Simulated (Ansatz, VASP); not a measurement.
## One calculation of Mg, two programs

```
CELL_PARAMETERS angstrom
-2.00101 2.00101 1.54938
2.00101 -2.00101 1.54938
2.00101 2.00101 -1.54938
ATOMIC_POSITIONS crystal
Mg 0.00000 0.00000 0.00000
```

Alike in both runs: task single point; functional PBE; k mesh 20 × 20 × 20; occupations gaussian, width 0.15 eV; no spin polarisation.

```csv
,VASP,Ansatz
version,VASP 6.6.1,Ansatz 0.2.0
potentials or method,"VASP PAW PBE potentials, release 64 (Mg), cutoff 520 eV","scalar-relativistic, plane waves, PAW"
valence electrons in the cell,2,10
```

Ansatz gave:

```
gap on the k mesh at the Fermi level (eV)                     : none
pressure (GPa)                                                : -1.4
traceless stress, the component that is largest in VASP (GPa) : 2.54
```

**Question.** Estimate VASP's values.

**Answer.** gap on the k mesh at the Fermi level (eV): none; pressure (GPa): -1.5; traceless stress, the component that is largest in VASP (GPa): 2.53.

A gap of «none» marks a metal or a gap that the smearing closes. VASP's potentials hold 2 valence electrons a cell and Ansatz's 10, so a difference there can come from the potentials and not from the codes.
